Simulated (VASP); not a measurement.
# La (Pm-3m) in VASP: notebook

The runs below take La through relaxation of cell and atoms, with LDA.

Everything below comes from runs of VASP 6.6.1. Logs are shortened: lines on timing, memory, paths and dates and some standing lists are left out, and cuts for length are marked.

### 1 The cell of the first run

Symmetry: Pm-3m, No. 221, cubic system. Conventional cell: a = 3.450 Å, b = 3.450 Å, c = 3.450 Å, α = 90.00°, β = 90.00°, γ = 90.00°. Within 4.5 Å of La (site symmetry m-3m) lie 6 La at 3.45 Å.

### 2 Relaxation of cell and atoms, LDA

Contents of INCAR:

```
PREC = Accurate ; ENCUT = 600
EDIFF = 1E-6 ; ISMEAR = 0
SIGMA = 0.05 ; LREAL = False
LASPH = True ; NELM = 80
ALGO = Normal ; ISIF = 3
LWAVE = False ; LCHARG = False
IBRION = 2 ; NSW = 80
EDIFFG = -0.03
```

Contents of KPOINTS:

```
regular mesh
0
Gamma
  13 13 13
```

Contents of POSCAR:

```
La
1.0
    3.4500000000      0.0000000000      0.0000000000
    0.0000000000      3.4500000000      0.0000000000
    0.0000000000      0.0000000000      3.4500000000
La
1
Direct
    0.0000000000      0.0000000000      0.0000000000
```

Potentials or basis: VASP PAW LDA potentials, release 64 (La).

Run with:

```
> cat potpaw_LDA.64/La/POTCAR > POTCAR
> mpirun -np 1 vasp_std > vasp.out
```

OUTCAR:

```text
PREC = Accurate
   ENCUT = 600
   EDIFF = 1E-6
   ISMEAR = 0
   LREAL = False
   LASPH = True
   NELM = 80
   ISIF = 3
   IBRION = 2
   NSW = 80
   EDIFFG = -0.03

 ion  position               nearest neighbor table
   1  0.000  0.000  0.000-

  LATTYP: Found a simple cubic cell.
 ALAT       =     3.4500000000

  Lattice vectors:

 A1 = (   3.4500000000,   0.0000000000,   0.0000000000)
 A2 = (   0.0000000000,   3.4500000000,   0.0000000000)
 A3 = (   0.0000000000,   0.0000000000,   3.4500000000)

Analysis of symmetry for initial positions (statically):
=====================================================================
 Subroutine PRICEL returns:
 Original cell was already a primitive cell.

 Routine SETGRP: Setting up the symmetry group for a
 simple cubic supercell.

 Subroutine GETGRP returns: Found 48 space group operations
 (whereof 48 operations were pure point group operations)
 out of a pool of 48 trial point group operations.

The static configuration has the point symmetry O_h .

Analysis of symmetry for dynamics (positions and initial velocities):
=====================================================================
 Subroutine PRICEL returns:
 Original cell was already a primitive cell.

 Routine SETGRP: Setting up the symmetry group for a
 simple cubic supercell.

 Subroutine GETGRP returns: Found 48 space group operations
 (whereof 48 operations were pure point group operations)
 out of a pool of 48 trial point group operations.

The dynamic configuration has the point symmetry O_h .

 Subroutine INISYM returns: Found 48 space group operations
 (whereof 48 operations are pure point group operations),
 and found     1 'primitive' translations

----------------------------------------------------------------------------------------

                                     Primitive cell

  volume of cell :      41.0636

  direct lattice vectors                    reciprocal lattice vectors
     3.450000000  0.000000000  0.000000000     0.289855072  0.000000000  0.000000000
     0.000000000  3.450000000  0.000000000     0.000000000  0.289855072  0.000000000
     0.000000000  0.000000000  3.450000000     0.000000000  0.000000000  0.289855072

  length of vectors
     3.450000000  3.450000000  3.450000000     0.289855072  0.289855072  0.289855072

  position of ions in fractional coordinates (direct lattice)
     0.000000000  0.000000000  0.000000000

  ion indices of the primitive-cell ions
   primitive index   ion index
                 1           1

----------------------------------------------------------------------------------------

 KPOINTS: regular mesh

Automatic generation of k-mesh.
 Grid dimensions read from file:
 generate k-points for:   13   13   13

 Generating k-lattice:

  Cartesian coordinates                     Fractional coordinates (reciprocal lattice)
     0.022296544  0.000000000  0.000000000     0.076923077  0.000000000  0.000000000
     0.000000000  0.022296544  0.000000000     0.000000000  0.076923077  0.000000000
     0.000000000  0.000000000  0.022296544     0.000000000  0.000000000  0.076923077

  Length of vectors
     0.022296544  0.022296544  0.022296544

  Shift w.r.t. Gamma in fractional coordinates (k-lattice)
     0.000000000  0.000000000  0.000000000

 Subroutine IBZKPT returns following result:
 ===========================================

 Found     84 irreducible k-points:

 Following reciprocal coordinates:
            Coordinates               Weight
  0.000000  0.000000  0.000000      1.000000
  0.076923  0.000000  0.000000      6.000000
  0.153846  0.000000  0.000000      6.000000
  0.230769  0.000000  0.000000      6.000000
  0.307692  0.000000  0.000000      6.000000
  0.384615  0.000000  0.000000      6.000000
[... 16 lines left out ...]
  0.307692  0.307692  0.000000     12.000000
  0.384615  0.307692  0.000000     24.000000
 [... further k-points ...]
   k-points           NKPTS =     84   k-points in BZ     NKDIM =     84   number of bands    NBANDS=      9
   number of dos      NEDOS =    301   number of ions     NIONS =      1
   total plane-waves  NPLWV =  21952
   dimension x,y,z NGX =    28 NGY =   28 NGZ =   28
   dimension x,y,z NGXF=    56 NGYF=   56 NGZF=   56
   ions per type =               1
   NGX,Y,Z   is equivalent  to a cutoff of  13.49, 13.49, 13.49 a.u.
   NGXF,Y,Z  is equivalent  to a cutoff of  26.98, 26.98, 26.98 a.u.
 SYSTEM =  unknown system
   PREC   = accura    normal or accurate (medium, high low for compatibility)
   ISTART =      0    job   : 0-new  1-cont  2-samecut
   ICHARG =      2    charge: 1-file 2-atom 10-const
   ISPIN  =      1    spin polarized calculation?
   LNONCOLLINEAR =      F non collinear calculations
   LSORBIT =      F    spin-orbit coupling
   LASPH  =      T    aspherical Exc in radial PAW
   ENCUT  =  600.0 eV  44.10 Ry    6.64 a.u.   6.89  6.89  6.89*2*pi/ulx,y,z
   NELM   =     80;   NELMIN=  2; NELMDL= -5     # of ELM steps
   EDIFF  = 0.1E-05   stopping-criterion for ELM
   LREAL  =      F    real-space projection
   EDIFFG = -.3E-01   stopping-criterion for IOM
   NSW    =     80    number of steps for IOM
   IBRION =      2    ionic relax: 0-MD 1-quasi-New 2-CG
   NFREE  =      1    steps in history (QN), initial steepest desc. (CG)
   ISIF   =      3    stress and relaxation
   ISYM   =      2    0-nonsym 1-usesym 2-fastsym
   POTIM  = 0.5000    time-step for ionic-motion
   TEBEG  =    0.0;   TEEND  =   0.0 temperature during run
   PSTRESS=    0.0 pullay stress
   NELECT =      11.0000    total number of electrons
   NUPDOWN=      -1.0000    fix difference up-down
   EMIN   =  10.00;   EMAX   =-10.00  energy-range for DOS
   EFERMI =   0.00;   METHOD = LEGACY
   ISMEAR =     0;   SIGMA  =   0.05  broadening in eV -4-tet -1-fermi 0-gaus
   EFERMI_NEDOS =   21; number of points for ismear=-14 and -15
   IALGO  =     38    algorithm
   IMIX   =      4    mixing-type and parameters
     AMIX     =   0.40;   BMIX     =  1.00
     AMIX_MAG =   1.60;   BMIX_MAG =  1.00
  volume/ion in A,a.u.               =      41.06       277.11
  Fermi-wavevector in a.u.,A,eV,Ry     =   1.055326  1.994277 15.152984  1.113713
  Thomas-Fermi vector in A             =   2.190520
   LORBIT       =      0    0 simple, 1 ext, 2 COOP (PROOUT), +10 PAW based schemes
   GGA     = CA    functional components
   LHFCALC =     F    Hartree Fock is set to
   AEXX    =    0.0000 exact exchange contribution
   IVDW    =     0    specifies the selected vdW correction
   LEPSILON=     F    determine dielectric tensor
   LRPA    =     F    only Hartree local field effects (RPA)
 conjugate gradient relaxation of ions
 non-spin polarized calculation
 Gauss-broadening in eV      SIGMA  =   0.05
  energy-cutoff  :      600.00
  volume of cell :       41.06
 maximum number of plane-waves:      1390
 NGX is ok and might be reduce to    28
   NGX = 13   NGY = 13   NGZ = 13

--------------------------------------- Ionic step        1  -------------------------------------------

 number of electron      11.0000001 magnetization

 Free energy of the ion-electron system (eV)
  ---------------------------------------------------
  ext. energy  EPLUGINS =         0.00000000
  ---------------------------------------------------
  free energy    TOTEN  =        -4.95331086 eV

  energy without entropy =       -4.94834699  energy(sigma->0) =       -4.95082893

 E-fermi :   6.5764     XC(G=0):  -9.3000

 val. band max:        6.5746451774   @ k =   0.2308   0.2308   0.0000
 cond. band min:       6.5781827822   @ k =   0.4615   0.0769   0.0769
 fundamental gap:      0.0035376048
 Fermi energy:         6.5763500317

 k-point     1 :       0.0000    0.0000    0.0000
  band No.  band energies     occupation
      1     -26.4556      2.00000
      2      -9.4148      2.00000
      3      -9.4148      2.00000
      4      -9.4148      2.00000
      5       3.6821      2.00000
      6       5.6429      2.00000
      7       5.6429      2.00000
      8       8.0792      0.00000
      9       8.0795      0.00000

 k-point     2 :       0.0769    0.0000    0.0000
  band No.  band energies     occupation
      1     -26.4466      2.00000
      2      -9.5109      2.00000
      3      -9.4067      2.00000
      4      -9.4067      2.00000
      5       3.8093      2.00000
      6       5.6755      2.00000
      7       5.7954      2.00000
      8       8.0662      0.00000
      9       8.0857      0.00000
[... 356 lines left out ...]
 POSITION                                       TOTAL-FORCE (eV/Angst)
 -----------------------------------------------------------------------------------
      0.00000      0.00000      0.00000        -0.000000     -0.000000      0.000000
 -----------------------------------------------------------------------------------
    total drift:                                0.000000      0.000000      0.000000

  FREE ENERGIE OF THE ION-ELECTRON SYSTEM (eV)
  ---------------------------------------------------
  free  energy   TOTEN  =        -5.1348153531 eV

  energy  without entropy=       -5.1317375985  energy(sigma->0) =       -5.13327648

--------------------------------------- Ionic step        4  -------------------------------------------

 number of electron      10.9999999 magnetization

 Free energy of the ion-electron system (eV)
  ---------------------------------------------------
  ext. energy  EPLUGINS =         0.00000000
  ---------------------------------------------------
  free energy    TOTEN  =        -5.13496352 eV

  energy without entropy =       -5.13192860  energy(sigma->0) =       -5.13344606

 E-fermi :   9.0510     XC(G=0): -10.3350

 val. band max:        9.0487419246   @ k =   0.3077   0.2308   0.0769
 cond. band min:       9.0693048074   @ k =   0.4615   0.2308   0.2308
 fundamental gap:      0.0205628828
 Fermi energy:         9.0510205392

 k-point     1 :       0.0000    0.0000    0.0000
  band No.  band energies     occupation
      1     -23.8886      2.00000
      2      -6.1622      2.00000
      3      -6.1622      2.00000
      4      -6.1622      2.00000
      5       6.3865      2.00000
      6       7.6867      2.00000
      7       7.6867      2.00000
      8      11.0721      0.00000
      9      11.0721      0.00000

 k-point     2 :       0.0769    0.0000    0.0000
  band No.  band energies     occupation
      1     -23.8678      2.00000
      2      -6.3569      2.00000
      3      -6.1457      2.00000
      4      -6.1457      2.00000
      5       6.5527      2.00000
      6       7.7289      2.00000
      7       7.9352      2.00000
      8      11.0487      0.00000
      9      11.0811      0.00000
[... 286 lines left out ...]
 POSITION                                       TOTAL-FORCE (eV/Angst)
 -----------------------------------------------------------------------------------
      0.00000      0.00000      0.00000         0.000000      0.000000      0.000000
 -----------------------------------------------------------------------------------
    total drift:                               -0.000000      0.000000     -0.000000

  FREE ENERGIE OF THE ION-ELECTRON SYSTEM (eV)
  ---------------------------------------------------
  free  energy   TOTEN  =        -5.1349635202 eV

  energy  without entropy=       -5.1319286014  energy(sigma->0) =       -5.13344606

 reached required accuracy - stopping structural energy minimisation
```

Wall time 37 s (1 thread of Intel Xeon 6975P-C (Granite Rapids), shared host); peak memory 0.2 GiB.

Results:

| Property | Result |
| --- | --- |
| Free energy | -5.1350 eV |
| Relaxed volume | 31.88 Å³/atom |
| Relaxed cell | a = 3.171 Å, b = 3.171 Å, c = 3.171 Å, α = 90.00°, β = 90.00°, γ = 90.00° |
| Space group after relaxing (to 0.05 Å) | Pm-3m (No. 221) |
| Energy gained by relaxing | 181.7 meV/atom |
| Ionic steps | 4 |
| Pressure after relaxing | 0.0 GPa |

The path:
```tsv
step	energy change (eV)	largest force (eV/Å)	pressure (GPa)	volume (Å³)
1	0.0000	0.0000	-5.08	41.06
2	-0.1709	0.0000	-1.76	33.80
3	-0.1815	0.0000	-0.21	32.10
4	-0.1817	0.0000	0.00	31.88
```

Final structure:
```xyz
1
Lattice="3.1709 0.0000 0.0000 0.0000 3.1709 0.0000 0.0000 0.0000 3.1709" Properties=species:S:1:pos:R:3 pbc="T T T"
La    0.0000    0.0000    0.0000
```

Caveat: the volume moved by over 15 % at a fixed basis, so the end points are rough; spin-orbit coupling is left out, which moves the levels of the heavy elements.

### 3 Relaxation of cell and atoms, LDA, target pressure 15 GPa, at which the enthalpy is minimised

Contents of INCAR:

```
SYSTEM = La
PREC = Accurate
ENCUT = 600
EDIFF = 1E-6
ISMEAR = 0
SIGMA = 0.05
LREAL = .FALSE.
LASPH = .TRUE.
NELM = 80
ALGO = Normal
ISIF = 3
LWAVE = .FALSE.
LCHARG = .FALSE.
GGA = CA
IBRION = 2
NSW = 80
EDIFFG = -0.03
PSTRESS = 150.0
```

Contents of KPOINTS:

```
Automatic mesh
0
G
  13 13 13
  0 0 0
```

POSCAR is that of step 2.

Potentials or basis: VASP PAW LDA potentials, release 64 (La).

Run with:

```
> cat potpaw_LDA.64/La/POTCAR > POTCAR
> mpirun -np 1 vasp_std > vasp.out
```

Run time: 1.7 min. Hardware: 1 thread of Intel Xeon 6975P-C (Granite Rapids), shared host; peak memory 0.21 GiB.

Results (log left out):

```
Free energy                                            : -4.8402 eV
Relaxed volume                                         : 23.88 Å³/atom
Relaxed cell                                           : a = 2.880 Å, b = 2.880 Å, c = 2.880 Å, α = 90.00°, β = 90.00°, γ = 90.00°
Space group after relaxing (to 0.05 Å)                 : Pm-3m (No. 221)
Energy change on relaxing (the enthalpy is what falls) : +113.2 meV/atom
Ionic steps                                            : 16
Pressure after relaxing                                : 15.1 GPa
```

The path:
```tsv
step	energy change (eV)	largest force (eV/Å)	pressure (GPa)	volume (Å³)
1	0.0000	0.0000	-5.08	41.06
2	1.7719	0.0000	85.88	17.44
3	0.0150	0.0000	10.73	25.12
4	0.0646	0.0000	12.79	24.44
5	0.1221	0.0000	15.52	23.78
6	0.0956	0.0000	14.20	24.07
7	0.0964	0.0000	14.25	24.06
8	0.0988	0.0000	14.35	24.03
9	0.0988	0.0000	14.37	24.03
10	0.0990	0.0000	14.35	24.03
11	0.0992	0.0000	14.32	24.03
12	0.0996	0.0000	14.53	24.02
13	0.1005	0.0000	14.44	24.02
14	0.1023	0.0000	14.53	24.00
15	0.1059	0.0000	14.68	23.96
16	0.1132	0.0000	15.12	23.88
```

Final structure:
```
La
1.0
     2.87958    0.00000    0.00000
     0.00000    2.87958    0.00000
     0.00000    0.00000    2.87958
La
1
Cartesian
  0.0000 0.0000 0.0000
```

Levels at points of the mesh, in eV from the Fermi level:
```tsv
k point	band 1	band 2	band 3	band 4	band 5	band 6	band 7	band 8	band 9
(0.00, 0.00, 0.00)	-33.44	-14.20	-14.20	-14.20	-2.08	-2.08	-1.96	2.55	2.55
```

Caveat: the cell is relaxed towards a set pressure, so the enthalpy falls and the energy may rise; the volume moved by over 15 % at a fixed basis, so the end points are rough; spin-orbit coupling is left out, which moves the levels of the heavy elements.

### 4 Relaxation of cell and atoms, LDA, target pressure 30 GPa, at which the enthalpy is minimised

Contents of INCAR:

```
SYSTEM = La
PREC = Accurate
ENCUT = 600
EDIFF = 1E-6
ISMEAR = 0
SIGMA = 0.05
LREAL = .False.
LASPH = .True.
NELM = 60
ALGO = Normal
ISIF = 3
LWAVE = .False.
LCHARG = .False.
IBRION = 2
NSW = 80
EDIFFG = -0.03
PSTRESS = 300.0
```

Contents of KPOINTS:

```
regular mesh
0
Gamma
  13 13 13
  0 0 0
```

POSCAR is that of step 3.

Run with:

```
> cat potpaw_LDA.64/La/POTCAR > POTCAR
> mpirun -np 1 vasp_std > vasp.out
```

Run time: 1.8 min. Hardware: 1 thread of Intel Xeon 6975P-C (Granite Rapids), shared host; peak memory 0.25 GiB.

Results (log left out):

* Free energy: -4.5066 eV
* Relaxed volume: 21.44 Å³/atom
* Relaxed cell: a = 2.778 Å, b = 2.778 Å, c = 2.778 Å, α = 90.00°, β = 90.00°, γ = 90.00°
* Space group after relaxing (to 0.05 Å): Pm-3m (No. 221)
* Energy change on relaxing (the enthalpy is what falls): +446.7 meV/atom
* Ionic steps: 10
* Pressure after relaxing: 30.0 GPa

Step by step:
```csv
step,energy change (eV),largest force (eV/Å),pressure (GPa),volume (Å³)
1,0.0000,0.0000,-5.08,41.06
2,31.6063,0.0000,1517.77,7.45
3,-0.1511,0.0000,-2.70,35.22
4,-0.1808,0.0000,0.51,31.35
5,0.9670,0.0000,52.10,19.35
6,0.2411,0.0000,21.18,22.74
7,0.4140,0.0000,28.62,21.62
8,0.4712,0.0000,31.29,21.31
9,0.3850,0.0000,27.38,21.78
10,0.4467,0.0000,29.98,21.44
```

Final structure:
```xyz
1
Lattice="2.7780 0.0000 0.0000 0.0000 2.7780 0.0000 0.0000 0.0000 2.7780" Properties=species:S:1:pos:R:3 pbc="T T T"
La    0.0000    0.0000    2.7780
```

Levels at points of the mesh, in eV from the Fermi level:
```csv
k point,band 3,band 4,band 5,band 6,band 7,band 8
"(0.00, 0.00, 0.00)",-13.76,-13.76,-2.36,-2.36,-1.49,2.74
```

Caveat: the cell is relaxed towards a set pressure, so the enthalpy falls and the energy may rise; the volume moved by over 15 % at a fixed basis, so the end points are rough; spin-orbit coupling is left out, which moves the levels of the heavy elements.

### 5 Overview

```csv
cell,gap on the mesh (eV),pressure (GPa)
relaxed,none,0.0
relaxed to 15 GPa,none,15.1
relaxed to 30 GPa,none,30.0
```

Alike in all rows: task relaxation of cell and atoms; level LDA; potentials or basis VASP PAW LDA potentials, release 64 (La); no spin polarisation; k mesh 13 × 13 × 13; cutoff (eV) 600; smearing gaussian 0.05 eV.

Caveats: the volume moved by over 15 % at a fixed basis, so the end points are rough; spin-orbit coupling is left out, which moves the levels of the heavy elements; the cell is relaxed towards a set pressure, so the enthalpy falls and the energy may rise (some runs).

Total energies depend on the potentials used, so only differences within one code and one set of settings carry meaning.
